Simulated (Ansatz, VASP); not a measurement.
# Two plane-wave programs on Pd

File INCAR:

```
ALGO = Normal
EDIFF = 1E-6
ENCUT = 520
GGA = PE
ISIF = 2
ISMEAR = -1
LASPH = True
LCHARG = False
LREAL = False
LWAVE = False
NBANDS = 17
NELM = 80
PREC = Accurate
SIGMA = 0.1
```

The input KPOINTS:

```
k-points
0
Gamma
  17 17 9
```

POSCAR

```
Pd
1.0
    2.7784509721      0.0000000000      0.0000000000
   -1.3892254860      2.4062091250      0.0000000000
    0.0000000000      0.0000000000      4.6156812806
Pd
2
Direct
    0.3333333333      0.6666666667      0.2500000000
    0.6666666667      0.3333333333      0.7500000000
```

Input for Ansatz:

```yaml
crystal:
  lattice:
    - [2.7784509721, 0.0, 0.0]
    - [-1.389225486, 2.406209125, 0.0]
    - [0.0, 0.0, 4.6156812806]
  atoms:
    - { symbol: Pd, position: [0.3333333333, 0.6666666667, 0.25] }
    - { symbol: Pd, position: [0.6666666667, 0.3333333333, 0.75] }
kpoints:
  mp_grid: { grid: [17, 17, 9] }
  band_path:
    path:
      - [0.0, 0.0, 0.0]
      - [0.5, 0.0, 0.0]
      - [0.3333333333, 0.3333333333, 0.0]
      - [0.0, 0.0, 0.0]
      - [0.0, 0.0, 0.5]
      - [0.5, 0.0, 0.5]
      - [0.3333333333, 0.3333333333, 0.5]
      - [0.0, 0.0, 0.5]
      - [0.5, 0.0, 0.5]
    npoints: 8
scf:
  occupations: { method: fermi_dirac, width: 0.1 }
hamiltonian:
  xc: pbe
  pseudopotentials: { kind: paw }
output:
  forces: true
  stress: true
  eigenvalues: true
  populations: true
  dos: { projected: true, de: 0.2, e_range: [-14, 8] }
```

Change from the starting cell: volume scaled by 1, PAW files.

Alike in both runs: task single point; functional PBE; k mesh 17 × 17 × 9; occupations fermi-dirac, width 0.1 eV; no spin polarisation.

```csv
,VASP,Ansatz
version,VASP 6.6.1,Ansatz 0.2.0
potentials or method,"VASP PAW PBE potentials, release 64 (Pd)","PAW with Ansatz's default frozen-core files, scalar-relativistic"
plane-wave cutoff (eV),520,420
valence electrons in the cell,20,36
```

|  | VASP | Ansatz | Ansatz less VASP |
| --- | --- | --- | --- |
| pressure (GPa) | -0.3 | 0.0 | +0.28 |

VASP's potentials hold 20 valence electrons a cell and Ansatz's 36, so a difference there can come from the potentials and not from the codes.
